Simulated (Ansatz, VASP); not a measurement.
# One calculation of PbS, two programs

INCAR

```
SYSTEM = PbS
PREC = Accurate
ENCUT = 520
EDIFF = 1E-6
ISMEAR = -1
SIGMA = 0.05
LREAL = .False.
LASPH = .True.
NELM = 100
ALGO = Normal
ISIF = 2
LWAVE = .False.
LCHARG = .False.
GGA = B5
ALDAX = 1.0
AGGAX = 1.0
AGGAC = 1.0
ALDAC = 0.0
IVDW = 12
VDW_S6 = 1.0
VDW_S8 = 2.6996
VDW_A1 = 0.4298
VDW_A2 = 4.2359
NBANDS = 28
```

KPOINTS

```
regular mesh
0
Gamma
  7 7 6
  0 0 0
```

The input POSCAR:

```
PbS
1.0
    2.0374927668     -5.8689911821      0.0000000000
    2.0374927668      5.8689911821      0.0000000000
    0.0000000000      0.0000000000      4.1919633476
Pb S
2 2
Direct
    0.1305633500      0.8694366500      0.2500000000
    0.8694366500      0.1305633500      0.7500000000
    0.3547970900      0.6452029100      0.2500000000
    0.6452029100      0.3547970900      0.7500000000
```

input.yaml

```yaml
crystal:
  lattice:
    - [2.0374927668, -5.8689911821, 0.0]
    - [2.0374927668, 5.8689911821, 0.0]
    - [0.0, 0.0, 4.1919633476]
  atoms:
    - { symbol: Pb, position: [0.13056335, 0.86943665, 0.25] }
    - { symbol: Pb, position: [0.86943665, 0.13056335, 0.75] }
    - { symbol: S, position: [0.35479709, 0.64520291, 0.25] }
    - { symbol: S, position: [0.64520291, 0.35479709, 0.75] }
hamiltonian:
  xc: blyp
  pseudopotentials: { kind: paw }
  dispersion: d3bj
kpoints:
  mp_grid: { grid: [7, 7, 6] }
scf:
  occupations: { method: fermi_dirac, width: 0.05 }
output:
  forces: true
  stress: true
  eigenvalues: true
```

Alike in both runs: task single point; functional BLYP; dispersion D3(BJ); k mesh 7 × 7 × 6; occupations fermi-dirac, width 0.05 eV; no spin polarisation.

|  | VASP | Ansatz |
| --- | --- | --- |
| version | VASP 6.6.1 | Ansatz 0.2.0 |
| potentials or method | VASP PAW PBE potentials, release 64 (Pb_d, S) | Ansatz PAW |
| plane-wave cutoff (eV) | 520 | 420 |
| valence electrons in the cell | 40 | 40 |

Ansatz gave:

* gap on the k mesh at the Fermi level (eV): 1.19
* least direct gap on the mesh (eV): 1.52
* pressure (GPa): 3.7
* traceless stress, the component that is largest in VASP (GPa): 0.16
* rms of the force components (eV/Å): 0.332

Estimate VASP's values.

gap on the k mesh at the Fermi level (eV): 1.18; least direct gap on the mesh (eV): 1.51; pressure (GPa): 3.8; traceless stress, the component that is largest in VASP (GPa): 0.14; rms of the force components (eV/Å): 0.339.

VASP's potentials were made for PBE, not for BLYP. Atom by atom the forces differ by 0.007 eV/Å (rms over components).

Spin-orbit coupling is off throughout. Noted on Ansatz's run: odd divisions of the mesh miss points on the zone boundary, where band edges often lie, so the gap on the mesh can be too wide.
